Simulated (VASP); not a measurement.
# Mn (P6_3/mmc) in VASP: further runs

Mn is run at these levels: PBE; tasks: single point.

Program: VASP 6.6.1. These are calculated values, not measurements. Logs are shortened: lines on timing, memory, paths and dates and some standing lists are left out, and cuts for length are marked.

### 1 The cell of the first run

It takes space group P6_3/mmc (No. 194, hexagonal). Conventional cell: a = 2.450 Å, b = 2.450 Å, c = 3.959 Å, α = 90.00°, β = 90.00°, γ = 120.00°. Within 3.2 Å of Mn (site symmetry -6m2) lie 12 Mn at 2.43 to 2.45 Å.

This isn't the form of Mn at room conditions, which is a 58-atom cubic cell.

### 2 Single point, PBE (10.29 Å³/atom)

File INCAR:

```
ALGO     = Normal         # electronic algorithm
EDIFF    = 1E-7           # SCF threshold, eV
ENCUT    = 520            # plane-wave cutoff, eV
GGA      = PE             # functional
ISIF     = 2              # what is computed and relaxed
ISMEAR   = -1             # smearing method
LASPH    = True           # aspherical terms in the spheres
LCHARG   = False          # write CHGCAR
LREAL    = False          # projectors in reciprocal space
LWAVE    = False          # write WAVECAR
NBANDS   = 20             # bands
NELM     = 80             # most SCF steps
PREC     = Accurate       # precision mode
SIGMA    = 0.1            # smearing width, eV
```

File KPOINTS:

```
k-points
0
Gamma
  24 24 13
```

File POSCAR:

```
Mn
1.0
    2.4499505362      0.0000000000      0.0000000000
   -1.2249752681      2.1217194024      0.0000000000
    0.0000000000      0.0000000000      3.9592062007
Mn
2
Direct
    0.3333333333      0.6666666667      0.2500000000
    0.6666666667      0.3333333333      0.7500000000
```

Potentials or basis: VASP PAW PBE potentials, release 64 (Mn_pv).

On the command line:

```console
cat potpaw_PBE.64/Mn_pv/POTCAR > POTCAR
mpirun -np 1 vasp_std > vasp.out
```

OUTCAR:

```text
EDIFF = 1E-7
   ENCUT = 520
   GGA = PE
   ISIF = 2
   ISMEAR = -1
   LASPH = True
   LREAL = False
   NELM = 80
   PREC = Accurate

 ion  position               nearest neighbor table
   1  0.333  0.667  0.250-   2 2.43   2 2.43   2 2.43   2 2.43   2 2.43   2 2.43
   2  0.667  0.333  0.750-   1 2.43   1 2.43   1 2.43   1 2.43   1 2.43   1 2.43

  LATTYP: Found a hexagonal cell.
 ALAT       =     2.4499505362
 C/A-ratio  =     1.6160351575

  Lattice vectors:

 A1 = (   2.4499505362,   0.0000000000,   0.0000000000)
 A2 = (  -1.2249752681,   2.1217194024,   0.0000000000)
 A3 = (   0.0000000000,   0.0000000000,   3.9592062007)

Analysis of symmetry for initial positions (statically):
=====================================================================
 Subroutine PRICEL returns:
 Original cell was already a primitive cell.

 Routine SETGRP: Setting up the symmetry group for a
 hexagonal supercell.

 Subroutine GETGRP returns: Found 24 space group operations
 (whereof 12 operations were pure point group operations)
 out of a pool of 24 trial point group operations.

The static configuration has the point symmetry D_3d.
 The point group associated with its full space group is D_6h.

Analysis of symmetry for dynamics (positions and initial velocities):
=====================================================================
 Subroutine PRICEL returns:
 Original cell was already a primitive cell.

 Routine SETGRP: Setting up the symmetry group for a
 hexagonal supercell.

 Subroutine GETGRP returns: Found 24 space group operations
 (whereof 12 operations were pure point group operations)
 out of a pool of 24 trial point group operations.

The dynamic configuration has the point symmetry D_3d.
 The point group associated with its full space group is D_6h.

 Subroutine INISYM returns: Found 24 space group operations
 (whereof 12 operations are pure point group operations),
 and found     1 'primitive' translations

----------------------------------------------------------------------------------------

                                     Primitive cell

  volume of cell :      20.5804

  direct lattice vectors                    reciprocal lattice vectors
     2.449950536  0.000000000  0.000000000     0.408171506  0.235657929  0.000000000
    -1.224975268  2.121719402  0.000000000     0.000000000  0.471315858  0.000000000
     0.000000000  0.000000000  3.959206201     0.000000000  0.000000000  0.252575882
[... 79 lines left out ...]
   LNONCOLLINEAR =      F non collinear calculations
   LSORBIT =      F    spin-orbit coupling
   LASPH  =      T    aspherical Exc in radial PAW
   ENCUT  =  520.0 eV  38.22 Ry    6.18 a.u.   4.56  4.56  7.36*2*pi/ulx,y,z
   NELM   =     80;   NELMIN=  2; NELMDL= -5     # of ELM steps
   EDIFF  = 0.1E-06   stopping-criterion for ELM
   LREAL  =      F    real-space projection
   EDIFFG = 0.1E-05   stopping-criterion for IOM
   NSW    =      0    number of steps for IOM
   IBRION =     -1    ionic relax: 0-MD 1-quasi-New 2-CG
   NFREE  =      0    steps in history (QN), initial steepest desc. (CG)
   ISIF   =      2    stress and relaxation
   ISYM   =      2    0-nonsym 1-usesym 2-fastsym
   POTIM  = 0.5000    time-step for ionic-motion
   TEBEG  =    0.0;   TEEND  =   0.0 temperature during run
   PSTRESS=    0.0 pullay stress
   NELECT =      26.0000    total number of electrons
   NUPDOWN=      -1.0000    fix difference up-down
   EMIN   =  10.00;   EMAX   =-10.00  energy-range for DOS
   EFERMI =   0.00;   METHOD = LEGACY
   ISMEAR =    -1;   SIGMA  =   0.10  broadening in eV -4-tet -1-fermi 0-gaus
   EFERMI_NEDOS =   21; number of points for ismear=-14 and -15
   IALGO  =     38    algorithm
   IMIX   =      4    mixing-type and parameters
     AMIX     =   0.40;   BMIX     =  1.00
     AMIX_MAG =   1.60;   BMIX_MAG =  1.00
  volume/ion in A,a.u.               =      10.29        69.44
  Fermi-wavevector in a.u.,A,eV,Ry     =   1.769762  3.344365 42.614221  3.132057
  Thomas-Fermi vector in A             =   2.836686
   LORBIT       =      0    0 simple, 1 ext, 2 COOP (PROOUT), +10 PAW based schemes
   GGA     = PE    functional components
   LHFCALC =     F    Hartree Fock is set to
   AEXX    =    0.0000 exact exchange contribution
   IVDW    =     0    specifies the selected vdW correction
   LEPSILON=     F    determine dielectric tensor
   LRPA    =     F    only Hartree local field effects (RPA)
 non-spin polarized calculation
  energy-cutoff  :      520.00
  volume of cell :       20.58
 maximum number of plane-waves:       572
   NGX =  9   NGY =  9   NGZ = 15

 number of electron      26.0000018 magnetization

 Free energy of the ion-electron system (eV)
  ---------------------------------------------------
  ext. energy  EPLUGINS =         0.00000000
  ---------------------------------------------------
  free energy    TOTEN  =       -17.90250317 eV

  energy without entropy =      -17.81247040  energy(sigma->0) =      -17.85748678

 E-fermi :  10.9978     XC(G=0): -14.2828

 val. band max:       10.9965974752   @ k =   0.5000  -0.0000   0.4615
 cond. band min:      10.9983019927   @ k =   0.4583  -0.0000   0.4615
 fundamental gap:      0.0017045175
 Fermi energy:        10.9978439958

 k-point     1 :       0.0000    0.0000    0.0000
  band No.  band energies     occupation
      1     -37.3491      2.00000
      2     -36.5921      2.00000
      3     -36.5921      2.00000
      4     -36.4720      2.00000
      5     -36.4720      2.00000
      6     -36.4544      2.00000
[... 541 lines left out ...]
     19      22.9341      0.00000
     20      23.6863      0.00000

 [... further k-points ...]

------------------------ aborting loop because EDIFF is reached ----------------------------------------

  FORCE on cell =-STRESS in cart. coord.  units (eV):
  Direction    XX          YY          ZZ          XY          YZ          ZX
  --------------------------------------------------------------------------------------
  -------------------------------------------------------------------------------------
  Total        1.6021721      1.6021721      1.5866169     -0.0000000      0.0000000      0.0000000
  in kB      124.7286882    124.7286882    123.5177244     -0.0000000      0.0000000      0.0000000
  external PRESSURE =     124.3250336 kB  Pullay stress =       0.0000000 kB

 VOLUME and BASIS-vectors are now :
 -----------------------------------------------------------------------------
  energy-cutoff  :      520.00
  volume of cell :       20.58
      direct lattice vectors                 reciprocal lattice vectors
     2.449950536  0.000000000  0.000000000     0.408171506  0.235657929  0.000000000
    -1.224975268  2.121719402  0.000000000     0.000000000  0.471315858  0.000000000
     0.000000000  0.000000000  3.959206201     0.000000000  0.000000000  0.252575882

 POSITION                                       TOTAL-FORCE (eV/Angst)
 -----------------------------------------------------------------------------------
     -0.00000      1.41448      0.98980        -0.000000     -0.000000      0.000000
      1.22498      0.70724      2.96940         0.000000      0.000000      0.000000
 -----------------------------------------------------------------------------------
    total drift:                               -0.000000      0.000000     -0.000000

  FREE ENERGIE OF THE ION-ELECTRON SYSTEM (eV)
  ---------------------------------------------------
  free  energy   TOTEN  =       -17.9025031679 eV

  energy  without entropy=      -17.8124704003  energy(sigma->0) =      -17.85748678
```

OSZICAR:

```text
N       E                     dE             d eps       ncg     rms          rms(c)
DAV:   1     0.246663087119E+03    0.24666E+03   -0.15799E+04 17264   0.186E+03
DAV:   2    -0.118540500681E+02   -0.25852E+03   -0.25052E+03 17140   0.460E+02
DAV:   3    -0.210853978519E+02   -0.92313E+01   -0.91540E+01 18364   0.103E+02
DAV:   4    -0.211768099751E+02   -0.91412E-01   -0.91403E-01 18324   0.101E+01
DAV:   5    -0.211786073010E+02   -0.17973E-02   -0.17973E-02 18572   0.143E+00    0.195E+01
DAV:   6    -0.180163494515E+02    0.31623E+01   -0.14731E+01 17796   0.513E+01    0.251E+00
DAV:   7    -0.179252631082E+02    0.91086E-01   -0.49353E-01 17996   0.942E+00    0.995E-01
DAV:   8    -0.179038188348E+02    0.21444E-01   -0.56304E-03 18364   0.917E-01    0.277E-01
DAV:   9    -0.179025142630E+02    0.13046E-02   -0.13085E-03 18228   0.435E-01    0.355E-02
DAV:  10    -0.179025123811E+02    0.18819E-05   -0.28665E-05 18500   0.617E-02    0.123E-02
DAV:  11    -0.179025047883E+02    0.75928E-05   -0.74641E-07 18372   0.981E-03    0.265E-03
DAV:  12    -0.179025030729E+02    0.17153E-05   -0.70943E-08 10096   0.333E-03    0.425E-04
DAV:  13    -0.179025031679E+02   -0.94911E-07   -0.76925E-09  8900   0.121E-03
   1 F= -.17902503E+02 E0= -.17857487E+02  d E =-.900328E-01
```

It took 54 s on 1 thread of Intel Xeon 6975P-C (Granite Rapids), shared host; peak memory 0.24 GiB.

What came out:

```
Free energy            : -17.9025 eV
Pressure               : 12.4 GPa
Band gap on the k mesh : zero (bands 13 and 14 overlap by 2.23 eV)
```

Stress tensor (GPa, compression positive):
```
12.47  0.00  0.00
 0.00 12.47  0.00
 0.00  0.00 12.35
```

Levels at points of the mesh, in eV from the Fermi level:
```
           k point  band 9  band 10  band 11  band 12  band 13  band 14  band 15  band 16  band 17  band 18
(0.00, 0.00, 0.00)   -1.02    -1.02    -1.02    -0.51    -0.51     0.04     0.04     0.82     1.70     1.70
(0.50, 0.00, 0.00)   -3.90    -1.38    -1.24    -0.98    -0.43     1.92     2.09     2.15     3.79     5.99
```

Caveat: the cell stands under pressure; the run has no spin polarisation, though such a crystal can be magnetic.

### 3 Single point, PBE (10.72 Å³/atom)

This run uses another cell than the first one, of 10.72 Å³/atom.

File INCAR:

```
PREC = Accurate
ENCUT = 520
EDIFF = 1E-6
ISMEAR = -1
SIGMA = 0.1
LREAL = F
LASPH = T
NELM = 60
ALGO = Normal
ISIF = 2
LWAVE = F
LCHARG = T
GGA = PE
LELF = T
LVHAR = T
NBANDS = 20
```

File KPOINTS:

```
Automatic mesh
0
Gamma
  24 24 13
```

File POSCAR:

```
Mn
1.0
    2.4835156734      0.0000000000      0.0000000000
   -1.2417578367      2.1507876639      0.0000000000
    0.0000000000      0.0000000000      4.0134486425
Mn
2
Direct
    0.3333333333      0.6666666667      0.2500000000
    0.6666666667      0.3333333333      0.7500000000
```

Potentials or basis: VASP PAW PBE potentials, release 64 (Mn_pv).

On the command line:

```console
cat potpaw_PBE.64/Mn_pv/POTCAR > POTCAR
mpirun -np 1 vasp_std > vasp.out
```

Run time: 58 s. Hardware: 1 thread of Intel Xeon 6975P-C (Granite Rapids), shared host; peak memory 0.24 GiB.

Results (log left out):

| Property | Result |
| --- | --- |
| Free energy | -17.9348 eV |
| Pressure | 0.0 GPa |
| Band gap on the k mesh | zero (bands 13 and 14 overlap by 2.10 eV) |

Stress tensor (GPa, compression positive):
```
 0.01  0.00  0.00
 0.00  0.01  0.00
 0.00  0.00 -0.15
```

Levels at points of the mesh, in eV from the Fermi level:
| k point | band 10 | band 11 | band 12 | band 13 | band 14 | band 15 | band 16 | band 17 |
| --- | --- | --- | --- | --- | --- | --- | --- | --- |
| (0.00, 0.00, 0.00) | -0.95 | -0.95 | -0.48 | -0.48 | 0.04 | 0.04 | 0.75 | 1.61 |
| (0.50, 0.00, 0.00) | -1.36 | -1.17 | -0.93 | -0.41 | 1.81 | 1.97 | 2.03 | 3.59 |

Caveat: the run has no spin polarisation, though such a crystal can be magnetic. Spin polarisation is off, so any magnetic state and its effect on volume and gap are missing.

### 4 Single point, PBE (11.15 Å³/atom)

This run uses another cell than the first one, of 11.15 Å³/atom.

File INCAR:

```
ALGO = Normal
EDIFF = 1E-6
ENCUT = 520
GGA = PE
ISIF = 2
ISMEAR = -1
LASPH = T
LCHARG = F
LREAL = F
LWAVE = F
NBANDS = 20
NELM = 60
PREC = Accurate
SIGMA = 0.1
```

File KPOINTS:

```
k-points
0
Gamma
  24 24 13
```

File POSCAR:

```
Mn
1.0
    2.5161972591      0.0000000000      0.0000000000
   -1.2580986295      2.1790907473      0.0000000000
    0.0000000000      0.0000000000      4.0662632339
Mn
2
Direct
    0.3333333333      0.6666666667      0.2500000000
    0.6666666667      0.3333333333      0.7500000000
```

On the command line:

```console
cat potpaw_PBE.64/Mn_pv/POTCAR > POTCAR
mpirun -np 1 vasp_std > vasp.out
```

It took 60 s on 1 thread of Intel Xeon 6975P-C (Granite Rapids), shared host; peak memory 0.25 GiB.

The run converged. Its results:

| Quantity | Value |
| --- | --- |
| Free energy | -17.9071 eV |
| Pressure | -10.1 GPa |
| Band gap on the k mesh | zero (bands 13 and 14 overlap by 1.98 eV) |

Stress tensor (GPa, compression positive):
```
-10.05   0.00   0.00
  0.00 -10.05   0.00
  0.00   0.00 -10.29
```

Levels at points of the mesh, in eV from the Fermi level:
| k point | band 9 | band 10 | band 11 | band 12 | band 13 | band 14 | band 15 | band 16 | band 17 | band 18 |
| --- | --- | --- | --- | --- | --- | --- | --- | --- | --- | --- |
| (0.00, 0.00, 0.00) | -0.90 | -0.90 | -0.90 | -0.45 | -0.45 | 0.04 | 0.04 | 0.70 | 1.52 | 1.52 |
| (0.50, 0.00, 0.00) | -3.49 | -1.33 | -1.10 | -0.88 | -0.40 | 1.71 | 1.86 | 1.91 | 3.40 | 5.42 |

Caveat: the cell stands under tension; the run has no spin polarisation, though such a crystal can be magnetic.

### 5 Single point, PBE (11.58 Å³/atom)

This run uses another cell than the first one, of 11.58 Å³/atom.

File INCAR:

```
PREC     = Accurate       # precision mode
ENCUT    = 520            # plane-wave cutoff, eV
EDIFF    = 1E-6           # SCF threshold, eV
ISMEAR   = -1             # smearing method
SIGMA    = 0.1            # smearing width, eV
LREAL    = False          # projectors in reciprocal space
LASPH    = True           # aspherical terms in the spheres
NELM     = 100            # most SCF steps
ALGO     = Normal         # electronic algorithm
ISIF     = 2              # what is computed and relaxed
LWAVE    = False          # write WAVECAR
LCHARG   = False          # write CHGCAR
GGA      = PE             # functional
NBANDS   = 20             # bands
```

File KPOINTS:

```
Automatic mesh
0
Gamma
  24 24 13
```

File POSCAR:

```
Mn
1.0
    2.5480512388      0.0000000000      0.0000000000
   -1.2740256194      2.2066771030      0.0000000000
    0.0000000000      0.0000000000      4.1177403851
Mn
2
Direct
    0.3333333333      0.6666666667      0.2500000000
    0.6666666667      0.3333333333      0.7500000000
```

On the command line:

```console
cat potpaw_PBE.64/Mn_pv/POTCAR > POTCAR
mpirun -np 1 vasp_std > vasp.out
```

Run time: 64 s. Hardware: 1 thread of Intel Xeon 6975P-C (Granite Rapids), shared host; peak memory 0.26 GiB.

The run converged. Its results:

| Item | Value |
| --- | --- |
| Free energy | -17.8313 eV |
| Pressure | -18.1 GPa |
| Band gap on the k mesh | zero (bands 13 and 14 overlap by 1.88 eV) |

Stress tensor (GPa, compression positive):
```
-17.98   0.00   0.00
  0.00 -17.98   0.00
  0.00   0.00 -18.27
```

Levels at points of the mesh, in eV from the Fermi level:
```csv
k point,band 9,band 10,band 11,band 12,band 13,band 14,band 15,band 16,band 17,band 18
"(0.00, 0.00, 0.00)",-0.86,-0.85,-0.85,-0.43,-0.43,0.04,0.04,0.65,1.44,1.44
"(0.50, 0.00, 0.00)",-3.31,-1.30,-1.04,-0.84,-0.38,1.61,1.76,1.81,3.24,5.17
```

Caveat: the cell stands under tension; the run has no spin polarisation, though such a crystal can be magnetic.

### 6 Single point, PBE, non-collinear spin, typed start, spin-orbit coupling

This run uses another cell than the first one, of 10.70 Å³/atom.

File INCAR:

```
PREC     = Accurate       # precision mode
ENCUT    = 500            # plane-wave cutoff, eV
EDIFF    = 1E-6           # SCF threshold, eV
ISMEAR   = -1             # smearing method
SIGMA    = 0.05           # smearing width, eV
LREAL    = False          # projectors in reciprocal space
LASPH    = True           # aspherical terms in the spheres
NELM     = 200            # most SCF steps
ALGO     = Normal         # electronic algorithm
ISIF     = 2              # what is computed and relaxed
LWAVE    = False          # write WAVECAR
LCHARG   = True           # write CHGCAR
MAGMOM   = 0 0 3 0 0 3    # initial moments
LORBIT   = 11             # projections on sites
LSORBIT  = True           # spin-orbit coupling
GGA_COMPAT= False        
LORBMOM  = True         
LMAXMIX  = 4              # l up to which the mixer works
GGA      = PE             # functional
LVHAR    = True         
NBANDS   = 38             # bands
```

File KPOINTS:

```
regular mesh
0
Gamma
  14 14 8
```

File POSCAR:

```
Mn
1.0
    2.4811762454      0.0000000000      0.0000000000
   -1.2405881227      2.1487616598      0.0000000000
    0.0000000000      0.0000000000      4.0155080354
Mn
2
Direct
    0.3333333333      0.6666666667      0.2500000000
    0.6666666667      0.3333333333      0.7500000000
```

Potentials or basis: VASP PAW PBE potentials, release 64 (Mn_pv).

On the command line:

```console
cat potpaw_PBE.64/Mn_pv/POTCAR > POTCAR
mpirun -np 1 vasp_ncl > vasp.out
```

Run time: 4.5 min. Hardware: 1 thread of Intel Xeon Platinum 8488C (Sapphire Rapids), shared host; peak memory 0.29 GiB.

It converged, with:

| Quantity | Value |
| --- | --- |
| Free energy | -17.9309 eV |
| Pressure | -0.2 GPa |
| Net moment | 0.00 μB per cell |
| Valence electrons inside the program's atomic spheres | Mn 11.99 |

Stress tensor (GPa, compression positive):
```
-0.17  0.00  0.00
 0.00 -0.17  0.00
 0.00  0.00 -0.38
```

Moments on the atoms (μB; x, y, z):
```
Mn  0.00 0.00 0.00
Mn  0.00 0.00 0.00
```

### 7 The runs side by side

| cell | gap on the mesh (eV) | pressure (GPa) |
| --- | --- | --- |
| a = 2.450, b = 2.450, c = 3.959 Å, angles 90.0, 90.0, 120.0°, 2 atoms | none | 12.4 |
| a = 2.484, b = 2.484, c = 4.013 Å, angles 90.0, 90.0, 120.0°, 2 atoms | none | 0.0 |
| a = 2.516, b = 2.516, c = 4.066 Å, angles 90.0, 90.0, 120.0°, 2 atoms | none | -10.1 |
| a = 2.548, b = 2.548, c = 4.118 Å, angles 90.0, 90.0, 120.0°, 2 atoms | none | -18.1 |

Alike in all rows: task single point; level PBE; potentials or basis VASP PAW PBE potentials, release 64 (Mn_pv); no spin polarisation; k mesh 24 × 24 × 13; cutoff (eV) 520; smearing fermi-dirac 0.1 eV.

Caveats: the run has no spin polarisation, though such a crystal can be magnetic; the cell stands under tension (at least some runs); the cell stands under pressure (at least some runs).

Absolute energies hang on the potentials; compare differences alone.
